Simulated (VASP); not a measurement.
# CuRe2Cl (R-3m) in VASP: single point with PBE

Aim: the single point of CuRe2Cl with PBE.

Everything below comes from runs of VASP 6.6.1. Logs are shortened: lines on timing, memory, paths and dates and some standing lists are left out, and cuts for length are marked.

## Step 1: The cell of the first run

It takes space group R-3m (No. 166, trigonal). The conventional cell has a = 3.611 Å, b = 3.611 Å, c = 20.077 Å, α = 90.00°, β = 90.00°, γ = 120.00°. Cl (site symmetry -3m) has 6 Re at 2.29 Å within 3.0 Å. Cu (site symmetry -3m) has 2 Re at 2.39 Å within 3.2 Å. Within 3.0 Å of Re (site symmetry 3m) lie 3 Cl at 2.29 Å and 1 Cu at 2.39 Å and 3 Re at 2.83 Å.

## Step 2: Single point, PBE

File POSCAR:

```
CuRe2Cl
1.0
    3.6106770000      0.0000000000      0.0000000000
   -1.8053380000      3.1269430000      0.0000000000
    0.0000000000     -2.0846250000      6.6924980000
Cl Cu Re
1 1 2
Direct
    0.5000000000      0.0000000000      0.5000000000
    0.0000000000      0.0000000000      0.0000000000
    0.1190000000      0.2380000000      0.3570000000
    0.8810000000      0.7620000000      0.6430000000
```

File INCAR.step1:

```
SYSTEM = CuRe2Cl
  PREC = Accurate
  ENCUT = 520
  EDIFF = 1E-6
  ISMEAR = -1
  SIGMA = 0.1
  LREAL = .False.
  LASPH = .True.
  NELM = 120
  ALGO = Normal
  ISIF = 2
  LWAVE = .False.
  LCHARG = .True.
  LMAXMIX = 4
  GGA = PE
  NBANDS = 24
  GGA_COMPAT = .False.
  NEDOS = 2001
  LORBIT = 11
```

File KPOINTS.step1:

```
regular mesh
0
Gamma
  10 10 10
  0 0 0
```

File INCAR.step2:

```
SYSTEM = CuRe2Cl
  PREC = Accurate
  ENCUT = 520
  EDIFF = 1E-6
  ISMEAR = -5
  SIGMA = 0.1
  LREAL = .False.
  LASPH = .True.
  NELM = 120
  ALGO = Normal
  ISIF = 2
  LWAVE = .False.
  LCHARG = .False.
  LMAXMIX = 4
  GGA = PE
  LORBIT = 11
  NBANDS = 24
  NEDOS = 2001
  ICHARG = 11
  GGA_COMPAT = .False.
```

File KPOINTS.step2:

```
regular mesh
0
Gamma
  15 15 15
  0 0 0
```

Potentials or basis: VASP PAW PBE potentials, release 64 (Cl, Cu, Re).

Run with:

```
> cat potpaw_PBE.64/Cl/POTCAR potpaw_PBE.64/Cu/POTCAR potpaw_PBE.64/Re/POTCAR > POTCAR
> cp INCAR.step1 INCAR
> cp KPOINTS.step1 KPOINTS
> mpirun -np 1 vasp_std > vasp.out
> cp INCAR.step2 INCAR
> cp KPOINTS.step2 KPOINTS
> mpirun -np 1 vasp_std > vasp.out
```

OUTCAR:

```text
SYSTEM = CuRe2Cl
   PREC = Accurate
   ENCUT = 520
   EDIFF = 1E-6
   ISMEAR = -5
   LREAL = .False.
   LASPH = .True.
   NELM = 120
   ISIF = 2
   GGA = PE
   LORBIT = 11
   ICHARG = 11

 ion  position               nearest neighbor table
   1  0.500  0.000  0.500-   3 2.29   4 2.29   3 2.29   4 2.29   3 2.29   4 2.29
   2  0.000  0.000  0.000-   3 2.39   4 2.39
   3  0.119  0.238  0.357-   1 2.29   1 2.29   1 2.29   2 2.39   4 2.83   4 2.83   4 2.83
   4  0.881  0.762  0.643-   1 2.29   1 2.29   1 2.29   2 2.39   3 2.83   3 2.83   3 2.83

  LATTYP: Found a trigonal (rhomboedric) cell.
 ALAT       =     7.0096498394
 COS(alpha) =     0.8673352103

  Lattice vectors:

 A1 = (   0.0000000000,  -2.0846250000,   6.6924980000)
 A2 = (   1.8053390000,   1.0423180000,   6.6924980000)
 A3 = (  -1.8053380000,   1.0423180000,   6.6924980000)

Analysis of symmetry for initial positions (statically):
=====================================================================
 Subroutine PRICEL returns:
 Original cell was already a primitive cell.

 Routine SETGRP: Setting up the symmetry group for a
 trigonal (rhombohedral) supercell.

 Subroutine GETGRP returns: Found 12 space group operations
 (whereof 12 operations were pure point group operations)
 out of a pool of 12 trial point group operations.

The static configuration has the point symmetry D_3d.

Analysis of symmetry for dynamics (positions and initial velocities):
=====================================================================
 Subroutine PRICEL returns:
 Original cell was already a primitive cell.

 Routine SETGRP: Setting up the symmetry group for a
 trigonal (rhombohedral) supercell.

 Subroutine GETGRP returns: Found 12 space group operations
 (whereof 12 operations were pure point group operations)
 out of a pool of 12 trial point group operations.

The dynamic configuration has the point symmetry D_3d.

 Subroutine INISYM returns: Found 12 space group operations
 (whereof 12 operations are pure point group operations),
 and found     1 'primitive' translations

----------------------------------------------------------------------------------------

                                     Primitive cell

  volume of cell :      75.5609

  direct lattice vectors                    reciprocal lattice vectors
     3.610677000  0.000000000  0.000000000     0.276956371  0.159900536  0.049806911
    -1.805338000  3.126943000  0.000000000     0.000000000  0.319801160  0.099613850
     0.000000000 -2.084625000  6.692498000     0.000000000  0.000000000  0.149421038

  length of vectors
     3.610677000  3.610681074  7.009649839     0.323656827  0.334956268  0.149421038

  position of ions in fractional coordinates (direct lattice)
     0.500000000  0.000000000  0.500000000
     0.000000000  0.000000000  0.000000000
     0.119000000  0.238000000  0.357000000
     0.881000000  0.762000000  0.643000000

  ion indices of the primitive-cell ions
   primitive index   ion index
                 1           1
                 2           2
                 3           3
                 4           4

----------------------------------------------------------------------------------------

 KPOINTS: regular mesh

Automatic generation of k-mesh.
 Grid dimensions read from file:
 generate k-points for:   15   15   15

 Generating k-lattice:

  Cartesian coordinates                     Fractional coordinates (reciprocal lattice)
     0.018463758  0.010660036  0.003320461     0.066666667  0.000000000  0.000000000
     0.000000000  0.021320077  0.006640923     0.000000000  0.066666667  0.000000000
     0.000000000  0.000000000  0.009961403     0.000000000  0.000000000  0.066666667

  Length of vectors
     0.021577122  0.022330418  0.009961403

  Shift w.r.t. Gamma in fractional coordinates (k-lattice)
     0.000000000  0.000000000  0.000000000

 TETIRR: Found   4998 inequivalent tetrahedra from    20250

 Subroutine IBZKPT returns following result:
 ===========================================

 Found    344 irreducible k-points:

 Following reciprocal coordinates:
            Coordinates               Weight
  0.000000  0.000000  0.000000      1.000000
  0.066667 -0.000000 -0.000000      6.000000
  0.133333  0.000000 -0.000000      6.000000
  0.200000 -0.000000  0.000000      6.000000
  0.266667  0.000000 -0.000000      6.000000
  0.333333 -0.000000  0.000000      6.000000
[... 16 lines left out ...]
  0.000000  0.133333  0.000000      6.000000
  0.066667  0.133333  0.000000     12.000000
 [... further k-points ...]
   k-points           NKPTS =    344   k-points in BZ     NKDIM =    344   number of bands    NBANDS=     24
   number of dos      NEDOS =   2001   number of ions     NIONS =      4
   total plane-waves  NPLWV =  42336
   dimension x,y,z NGX =    28 NGY =   28 NGZ =   54
   dimension x,y,z NGXF=    56 NGYF=   56 NGZF=  108
   ions per type =               1   1   2
   NGX,Y,Z   is equivalent  to a cutoff of  12.89, 12.89, 12.81 a.u.
   NGXF,Y,Z  is equivalent  to a cutoff of  25.78, 25.78, 25.61 a.u.
 SYSTEM =  CuRe2Cl
   PREC   = accura    normal or accurate (medium, high low for compatibility)
   ISTART =      0    job   : 0-new  1-cont  2-samecut
   ICHARG =     11    charge: 1-file 2-atom 10-const
   ISPIN  =      1    spin polarized calculation?
   LNONCOLLINEAR =      F non collinear calculations
   LSORBIT =      F    spin-orbit coupling
   LASPH  =      T    aspherical Exc in radial PAW
   ENCUT  =  520.0 eV  38.22 Ry    6.18 a.u.   6.71  6.71 13.03*2*pi/ulx,y,z
   NELM   =    120;   NELMIN=  2; NELMDL=  0     # of ELM steps
   EDIFF  = 0.1E-05   stopping-criterion for ELM
   LREAL  =      F    real-space projection
   EDIFFG = 0.1E-04   stopping-criterion for IOM
   NSW    =      0    number of steps for IOM
   IBRION =     -1    ionic relax: 0-MD 1-quasi-New 2-CG
   NFREE  =      0    steps in history (QN), initial steepest desc. (CG)
   ISIF   =      2    stress and relaxation
   ISYM   =      2    0-nonsym 1-usesym 2-fastsym
   POTIM  = 0.5000    time-step for ionic-motion
   TEBEG  =    0.0;   TEEND  =   0.0 temperature during run
   PSTRESS=    0.0 pullay stress
   NELECT =      32.0000    total number of electrons
   NUPDOWN=      -1.0000    fix difference up-down
   EMIN   =  10.00;   EMAX   =-10.00  energy-range for DOS
   EFERMI =   0.00;   METHOD = LEGACY
   ISMEAR =    -5;   SIGMA  =   0.10  broadening in eV -4-tet -1-fermi 0-gaus
   EFERMI_NEDOS =   21; number of points for ismear=-14 and -15
   IALGO  =     38    algorithm
   IMIX   =      4    mixing-type and parameters
     AMIX     =   0.40;   BMIX     =  1.00
     AMIX_MAG =   1.60;   BMIX_MAG =  1.00
  volume/ion in A,a.u.               =      18.89       127.48
  Fermi-wavevector in a.u.,A,eV,Ry     =   1.229398  2.323226 20.564113  1.511420
  Thomas-Fermi vector in A             =   2.364287
   LORBIT       =     11    0 simple, 1 ext, 2 COOP (PROOUT), +10 PAW based schemes
   GGA     = PE    functional components
   LHFCALC =     F    Hartree Fock is set to
   AEXX    =    0.0000 exact exchange contribution
   IVDW    =     0    specifies the selected vdW correction
   LEPSILON=     F    determine dielectric tensor
   LRPA    =     F    only Hartree local field effects (RPA)
 non-spin polarized calculation
 Fermi weights with tetrahedron method with Bloechl corrections
  energy-cutoff  :      520.00
  volume of cell :       75.56
 maximum number of plane-waves:      2064

 number of electron      32.0000005 magnetization

 Free energy of the ion-electron system (eV)
  ---------------------------------------------------
  ext. energy  EPLUGINS =         0.00000000
  ---------------------------------------------------
  free energy    TOTEN  =       -21.95854141 eV

  energy without entropy =      -21.95854141  energy(sigma->0) =      -21.95854141

 E-fermi :   5.2188     XC(G=0): -10.8985

 val. band max:        5.2414329290   @ k =   0.4667   0.1333   0.0000
 cond. band min:       5.1887784202   @ k =   0.4000   0.1333   0.1333
 fundamental gap:     -0.0526545088
 Fermi energy:         5.2187669295

 k-point     1 :       0.0000    0.0000    0.0000
  band No.  band energies     occupation
      1     -15.5787      2.00000
      2      -4.7886      2.00000
      3      -4.7886      2.00000
      4      -4.6917      2.00000
      5       0.2955      2.00000
      6       1.2562      2.00000
[... 16 lines left out ...]
     23      13.1399      0.00000
     24      14.0300      0.00000

 k-point     2 :       0.0667   -0.0000   -0.0000
  band No.  band energies     occupation
      1     -15.5594      2.00000
      2      -4.8411      2.00000
      3      -4.7677      2.00000
      4      -4.6374      2.00000
      5       0.3836      2.00000
      6       1.2071      2.00000
[... 16 lines left out ...]
     23      13.1619      0.00000
     24      13.7387      0.00000

 k-point     3 :       0.1333    0.0000   -0.0000
  band No.  band energies     occupation
      1     -15.5048      2.00000
      2      -4.9807      2.00000
      3      -4.7089      2.00000
      4      -4.4760      2.00000
      5       0.6158      2.00000
      6       1.0843      2.00000
[... 16 lines left out ...]
     23      12.6518      0.00000
     24      13.1456      0.00000
[... 514 lines left out ...]
 k-point    23 :       0.0000    0.1333    0.0000
  band No.  band energies     occupation
      1     -15.5047      2.00000
      2      -4.9789      2.00000
      3      -4.7086      2.00000
      4      -4.4783      2.00000
      5       0.5843      2.00000
      6       1.1387      2.00000
[... 16 lines left out ...]
     23      12.3198      0.00000
     24      13.3430      0.00000

 k-point    24 :       0.0667    0.1333    0.0000
  band No.  band energies     occupation
      1     -15.4549      2.00000
      2      -5.0677      2.00000
      3      -4.6971      2.00000
      4      -4.3088      2.00000
      5       0.6981      2.00000
      6       1.1359      2.00000
[... 16 lines left out ...]
     23      11.6705      0.00000
     24      13.2123      0.00000

 [... further k-points ...]

------------------------ aborting loop because EDIFF is reached ----------------------------------------

  FORCE on cell =-STRESS in cart. coord.  units (eV):
  Direction    XX          YY          ZZ          XY          YZ          ZX
  --------------------------------------------------------------------------------------
  -------------------------------------------------------------------------------------
  Total        1.9286584      1.9286646      2.8661459      0.0000003      0.0000016      0.0000001
  in kB       40.8948902     40.8950208     60.7731893      0.0000065      0.0000333      0.0000030
  external PRESSURE =      47.5210335 kB  Pullay stress =       0.0000000 kB

 VOLUME and BASIS-vectors are now :
 -----------------------------------------------------------------------------
  energy-cutoff  :      520.00
  volume of cell :       75.56
      direct lattice vectors                 reciprocal lattice vectors
     3.610677000  0.000000000  0.000000000     0.276956371  0.159900536  0.049806911
    -1.805338000  3.126943000  0.000000000     0.000000000  0.319801160  0.099613850
     0.000000000 -2.084625000  6.692498000     0.000000000  0.000000000  0.149421038

 POSITION                                       TOTAL-FORCE (eV/Angst)
 -----------------------------------------------------------------------------------
      1.80534     -1.04231      3.34625         0.000000      0.000000      0.000000
      0.00000      0.00000      0.00000         0.000000      0.000000      0.000000
      0.00000      0.00000      2.38922         0.000000      0.000001      1.009885
      1.80534      1.04232      4.30328        -0.000000     -0.000001     -1.009885
 -----------------------------------------------------------------------------------
    total drift:                                0.000000      0.000000      0.000000

  FREE ENERGIE OF THE ION-ELECTRON SYSTEM (eV)
  ---------------------------------------------------
  free  energy   TOTEN  =       -21.9585414125 eV

  energy  without entropy=      -21.9585414125  energy(sigma->0) =      -21.95854141

 total charge

# of ion       s       p       d       tot
------------------------------------------
    1        1.582   3.357   0.000   4.939
    2        0.522   0.245   9.164   9.931
    3        0.505   0.435   5.097   6.036
    4        0.505   0.435   5.097   6.036
--------------------------------------------------
tot          3.113   4.471  19.358  26.943
```

It took 8.9 min on 1 thread of Oxide Virtual Turin-like, shared host; peak memory 0.67 GiB.

Results:

```yaml
Valence_electrons_inside_the_program's_atomic_spheres: Cl 4.94; Cu 9.93; Re 6.04
```

Caveat: spin-orbit coupling is left out, which moves the levels of the heavy elements.
